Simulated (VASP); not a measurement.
# Y2Os (Fd-3m) in VASP: single point with PBE

Aim: the single point of Y2Os with PBE.

All numbers are computed with VASP 6.6.1; they aren't measurements. Logs are shortened: lines on timing, memory, paths and dates and some standing lists are left out, and cuts for length are marked.

### Step 1. The cell of the first run

The structure is cubic, space group Fd-3m (No. 227). Conventional cell: a = 8.180 Å, b = 8.180 Å, c = 8.180 Å, α = 90.00°, β = 90.00°, γ = 90.00°. Y (site symmetry -3m) has 6 Y at 2.89 Å and 6 Os at 3.39 Å within 3.8 Å. Os (site symmetry -43m) has 12 Y at 3.39 Å and 4 Os at 3.54 Å within 4.5 Å.

### Step 2. Single point, PBE

The input, INCAR:

```
PREC     = Accurate       # precision mode
ENCUT    = 600            # plane-wave cutoff, eV
EDIFF    = 1E-6           # SCF threshold, eV
ISMEAR   = 0              # smearing method
SIGMA    = 0.1            # smearing width, eV
LREAL    = F              # projectors in reciprocal space
LASPH    = T              # aspherical terms in the spheres
NELM     = 120            # most SCF steps
ALGO     = Normal         # electronic algorithm
ISIF     = 2              # what is computed and relaxed
LWAVE    = F              # write WAVECAR
LCHARG   = F              # write CHGCAR
GGA      = PE             # functional
NBANDS   = 39             # bands
GGA_COMPAT= F
```

The input, KPOINTS:

```
regular mesh
0
Gamma
  6 6 6
```

The input, POSCAR:

```
Y2Os
1.0
    0.0000000000      4.0898835236      4.0898835236
    4.0898835236      0.0000000000      4.0898835236
    4.0898835236      4.0898835236      0.0000000000
Y Os
4 2
Direct
    0.6250000000      0.6250000000      0.6250000000
    0.1250000000      0.6250000000      0.6250000000
    0.6250000000      0.6250000000      0.1250000000
    0.6250000000      0.1250000000      0.6250000000
    0.0000000000      0.0000000000      1.0000000000
    0.2500000000      0.2500000000      0.2500000000
```

Potentials or basis: VASP PAW PBE potentials, release 64 (Y_sv, Os).

Launch:

```console
cat potpaw_PBE.64/Y_sv/POTCAR potpaw_PBE.64/Os/POTCAR > POTCAR
mpirun -np 1 vasp_std > vasp.out
```

OUTCAR:

```text
PREC = Accurate
   ENCUT = 600
   EDIFF = 1E-6
   ISMEAR = 0
   LREAL = F
   LASPH = T
   NELM = 120
   ISIF = 2
   GGA = PE

 ion  position               nearest neighbor table
   1  0.625  0.625  0.625-   2 2.89   3 2.89   4 2.89   3 2.89   4 2.89   2 2.89   6 3.39   5 3.39
                             6 3.39   5 3.39   6 3.39   5 3.39
   2  0.125  0.625  0.625-   1 2.89   3 2.89   4 2.89   1 2.89   3 2.89   4 2.89   6 3.39   5 3.39
                             5 3.39   6 3.39   5 3.39   6 3.39
   3  0.625  0.625  0.125-   1 2.89   1 2.89   2 2.89   4 2.89   4 2.89   2 2.89   6 3.39   5 3.39
                             6 3.39   5 3.39   6 3.39   5 3.39
   4  0.625  0.125  0.625-   1 2.89   3 2.89   1 2.89   2 2.89   3 2.89   2 2.89   6 3.39   5 3.39
                             6 3.39   5 3.39   6 3.39   5 3.39
   5  0.000  0.000  0.000-   2 3.39   3 3.39   4 3.39   1 3.39   1 3.39   1 3.39   4 3.39   2 3.39
                             4 3.39   3 3.39   2 3.39   3 3.39
   6  0.250  0.250  0.250-   2 3.39   3 3.39   4 3.39   1 3.39   1 3.39   1 3.39   2 3.39   2 3.39
                             3 3.39   4 3.39   3 3.39   4 3.39

  LATTYP: Found a face centered cubic cell.
 ALAT       =     8.1797670472

  Lattice vectors:

 A1 = (   0.0000000000,   4.0898835236,   4.0898835236)
 A2 = (   4.0898835236,   0.0000000000,   4.0898835236)
 A3 = (   4.0898835236,   4.0898835236,   0.0000000000)

Analysis of symmetry for initial positions (statically):
=====================================================================
 Subroutine PRICEL returns:
 Original cell was already a primitive cell.

 Routine SETGRP: Setting up the symmetry group for a
 face centered cubic supercell.

 Subroutine GETGRP returns: Found 48 space group operations
 (whereof 24 operations were pure point group operations)
 out of a pool of 48 trial point group operations.

The static configuration has the point symmetry T_d .
 The point group associated with its full space group is O_h .

Analysis of symmetry for dynamics (positions and initial velocities):
=====================================================================
 Subroutine PRICEL returns:
 Original cell was already a primitive cell.

 Routine SETGRP: Setting up the symmetry group for a
 face centered cubic supercell.

 Subroutine GETGRP returns: Found 48 space group operations
 (whereof 24 operations were pure point group operations)
 out of a pool of 48 trial point group operations.

The dynamic configuration has the point symmetry T_d .
 The point group associated with its full space group is O_h .

 Subroutine INISYM returns: Found 48 space group operations
 (whereof 24 operations are pure point group operations),
 and found     1 'primitive' translations

----------------------------------------------------------------------------------------

                                     Primitive cell

  volume of cell :     136.8242

  direct lattice vectors                    reciprocal lattice vectors
     0.000000000  4.089883524  4.089883524    -0.122252870  0.122252870  0.122252870
     4.089883524  0.000000000  4.089883524     0.122252870 -0.122252870  0.122252870
     4.089883524  4.089883524  0.000000000     0.122252870  0.122252870 -0.122252870

  length of vectors
     5.783968748  5.783968748  5.783968748     0.211748183  0.211748183  0.211748183

  position of ions in fractional coordinates (direct lattice)
     0.625000000  0.625000000  0.625000000
     0.125000000  0.625000000  0.625000000
     0.625000000  0.625000000  0.125000000
     0.625000000  0.125000000  0.625000000
     0.000000000  0.000000000  0.000000000
     0.250000000  0.250000000  0.250000000

  ion indices of the primitive-cell ions
   primitive index   ion index
                 1           1
                 2           2
                 3           3
                 4           4
                 5           5
                 6           6

----------------------------------------------------------------------------------------

 KPOINTS: regular mesh

Automatic generation of k-mesh.
 Grid dimensions read from file:
 generate k-points for:    6    6    6

 Generating k-lattice:

  Cartesian coordinates                     Fractional coordinates (reciprocal lattice)
    -0.020375478  0.020375478  0.020375478     0.166666667  0.000000000  0.000000000
     0.020375478 -0.020375478  0.020375478     0.000000000  0.166666667  0.000000000
     0.020375478  0.020375478 -0.020375478     0.000000000  0.000000000  0.166666667

  Length of vectors
     0.035291364  0.035291364  0.035291364

  Shift w.r.t. Gamma in fractional coordinates (k-lattice)
     0.000000000  0.000000000  0.000000000

 Subroutine IBZKPT returns following result:
 ===========================================

 Found     16 irreducible k-points:

 Following reciprocal coordinates:
            Coordinates               Weight
  0.000000  0.000000  0.000000      1.000000
  0.166667  0.000000  0.000000      8.000000
  0.333333  0.000000  0.000000      8.000000
  0.500000  0.000000  0.000000      4.000000
  0.166667  0.166667  0.000000      6.000000
  0.333333  0.166667  0.000000     24.000000
[... 8 lines left out ...]
 -0.333333  0.333333  0.166667     24.000000
 -0.333333  0.500000  0.166667     12.000000
   k-points           NKPTS =     16   k-points in BZ     NKDIM =     16   number of bands    NBANDS=     39
   number of dos      NEDOS =    301   number of ions     NIONS =      6
   total plane-waves  NPLWV = 110592
   dimension x,y,z NGX =    48 NGY =   48 NGZ =   48
   dimension x,y,z NGXF=    96 NGYF=   96 NGZF=   96
   ions per type =               4   2
   NGX,Y,Z   is equivalent  to a cutoff of  13.80, 13.80, 13.80 a.u.
   NGXF,Y,Z  is equivalent  to a cutoff of  27.59, 27.59, 27.59 a.u.
 SYSTEM =  unknown system
   PREC   = accura    normal or accurate (medium, high low for compatibility)
   ISTART =      0    job   : 0-new  1-cont  2-samecut
   ICHARG =      2    charge: 1-file 2-atom 10-const
   ISPIN  =      1    spin polarized calculation?
   LNONCOLLINEAR =      F non collinear calculations
   LSORBIT =      F    spin-orbit coupling
   LASPH  =      T    aspherical Exc in radial PAW
   ENCUT  =  600.0 eV  44.10 Ry    6.64 a.u.  11.55 11.55 11.55*2*pi/ulx,y,z
   NELM   =    120;   NELMIN=  2; NELMDL= -5     # of ELM steps
   EDIFF  = 0.1E-05   stopping-criterion for ELM
   LREAL  =      F    real-space projection
   EDIFFG = 0.1E-04   stopping-criterion for IOM
   NSW    =      0    number of steps for IOM
   IBRION =     -1    ionic relax: 0-MD 1-quasi-New 2-CG
   NFREE  =      0    steps in history (QN), initial steepest desc. (CG)
   ISIF   =      2    stress and relaxation
   ISYM   =      2    0-nonsym 1-usesym 2-fastsym
   POTIM  = 0.5000    time-step for ionic-motion
   TEBEG  =    0.0;   TEEND  =   0.0 temperature during run
   PSTRESS=    0.0 pullay stress
   NELECT =      60.0000    total number of electrons
   NUPDOWN=      -1.0000    fix difference up-down
   EMIN   =  10.00;   EMAX   =-10.00  energy-range for DOS
   EFERMI =   0.00;   METHOD = LEGACY
   ISMEAR =     0;   SIGMA  =   0.10  broadening in eV -4-tet -1-fermi 0-gaus
   EFERMI_NEDOS =   21; number of points for ismear=-14 and -15
   IALGO  =     38    algorithm
   IMIX   =      4    mixing-type and parameters
     AMIX     =   0.40;   BMIX     =  1.00
     AMIX_MAG =   1.60;   BMIX_MAG =  1.00
  volume/ion in A,a.u.               =      22.80       153.89
  Fermi-wavevector in a.u.,A,eV,Ry     =   1.243763  2.350371 21.047484  1.546946
  Thomas-Fermi vector in A             =   2.378059
   LORBIT       =      0    0 simple, 1 ext, 2 COOP (PROOUT), +10 PAW based schemes
   GGA     = PE    functional components
   LHFCALC =     F    Hartree Fock is set to
   AEXX    =    0.0000 exact exchange contribution
   IVDW    =     0    specifies the selected vdW correction
   LEPSILON=     F    determine dielectric tensor
   LRPA    =     F    only Hartree local field effects (RPA)
 non-spin polarized calculation
 Gauss-broadening in eV      SIGMA  =   0.10
  energy-cutoff  :      600.00
  volume of cell :      136.82
 maximum number of plane-waves:      4597
 NGX is ok and might be reduce to    48
   NGX = 23   NGY = 23   NGZ = 23

 number of electron      60.0000001 magnetization

 Free energy of the ion-electron system (eV)
  ---------------------------------------------------
  ext. energy  EPLUGINS =         0.00000000
  ---------------------------------------------------
  free energy    TOTEN  =       -41.33784996 eV

  energy without entropy =      -41.29026826  energy(sigma->0) =      -41.31405911

 E-fermi :   4.3286     XC(G=0): -11.0420

 val. band max:        4.3133213281   @ k =   0.3333   0.1667   0.0000
 cond. band min:       4.3640808157   @ k =  -0.3333   0.3333   0.0000
 fundamental gap:      0.0507594876
 Fermi energy:         4.3286255272

 k-point     1 :       0.0000    0.0000    0.0000
  band No.  band energies     occupation
      1     -38.1760      2.00000
      2     -37.6754      2.00000
      3     -37.6754      2.00000
      4     -37.6754      2.00000
      5     -20.0626      2.00000
      6     -18.6535      2.00000
[... 31 lines left out ...]
     38       9.0179      0.00000
     39       9.0179      0.00000

 k-point     2 :       0.1667    0.0000    0.0000
  band No.  band energies     occupation
      1     -38.1526      2.00000
      2     -37.7017      2.00000
      3     -37.6756      2.00000
      4     -37.6756      2.00000
      5     -19.9560      2.00000
      6     -18.6289      2.00000
[... 31 lines left out ...]
     38       8.0488      0.00000
     39       8.4305      0.00000

 k-point     3 :       0.3333    0.0000    0.0000
  band No.  band energies     occupation
      1     -38.0949      2.00000
      2     -37.7650      2.00000
      3     -37.6759      2.00000
      4     -37.6759      2.00000
      5     -19.7135      2.00000
      6     -18.5169      2.00000
[... 496 lines left out ...]
 k-point    15 :      -0.3333    0.3333    0.1667
  band No.  band energies     occupation
      1     -37.9947      2.00000
      2     -37.8702      2.00000
      3     -37.6767      2.00000
      4     -37.6765      2.00000
      5     -19.2828      2.00000
      6     -18.7378      2.00000
[... 31 lines left out ...]
     38       6.6911      0.00000
     39       6.8633      0.00000

 k-point    16 :      -0.3333    0.5000    0.1667
  band No.  band energies     occupation
      1     -37.9328      2.00000
      2     -37.9328      2.00000
      3     -37.6767      2.00000
      4     -37.6767      2.00000
      5     -19.0161      2.00000
      6     -19.0161      2.00000
[... 31 lines left out ...]
     38       6.5752      0.00000
     39       7.0077      0.00000

------------------------ aborting loop because EDIFF is reached ----------------------------------------

  FORCE on cell =-STRESS in cart. coord.  units (eV):
  Direction    XX          YY          ZZ          XY          YZ          ZX
  --------------------------------------------------------------------------------------
  -------------------------------------------------------------------------------------
  Total       -0.1748012     -0.1748012     -0.1748012     -0.0000000      0.0000000      0.0000000
  in kB       -2.0468788     -2.0468788     -2.0468788     -0.0000000      0.0000000      0.0000000
  external PRESSURE =      -2.0468788 kB  Pullay stress =       0.0000000 kB

 VOLUME and BASIS-vectors are now :
 -----------------------------------------------------------------------------
  energy-cutoff  :      600.00
  volume of cell :      136.82
      direct lattice vectors                 reciprocal lattice vectors
     0.000000000  4.089883524  4.089883524    -0.122252870  0.122252870  0.122252870
     4.089883524  0.000000000  4.089883524     0.122252870 -0.122252870  0.122252870
     4.089883524  4.089883524  0.000000000     0.122252870  0.122252870 -0.122252870

 POSITION                                       TOTAL-FORCE (eV/Angst)
 -----------------------------------------------------------------------------------
      5.11235      5.11235      5.11235         0.000000     -0.000000      0.000000
      5.11235      3.06741      3.06741         0.000000     -0.000000      0.000000
      3.06741      3.06741      5.11235         0.000000     -0.000000      0.000000
      3.06741      5.11235      3.06741         0.000000     -0.000000      0.000000
      0.00000      0.00000      0.00000        -0.000000     -0.000000     -0.000000
      2.04494      2.04494      2.04494         0.000000      0.000000      0.000000
 -----------------------------------------------------------------------------------
    total drift:                                0.000000      0.000000     -0.000000

  FREE ENERGIE OF THE ION-ELECTRON SYSTEM (eV)
  ---------------------------------------------------
  free  energy   TOTEN  =       -41.3378499583 eV

  energy  without entropy=      -41.2902682631  energy(sigma->0) =      -41.31405911
```

It took 3 min on 1 thread of AMD EPYC 7R43 (Zen 3), shared host; peak memory 0.35 GiB.

Results:

- Free energy: -41.3378 eV
- Pressure: -0.2 GPa
- Band gap on the k mesh: zero (bands 30 and 31 overlap by 0.68 eV)

Caveat: spin-orbit coupling is left out, which moves the levels of the heavy elements.
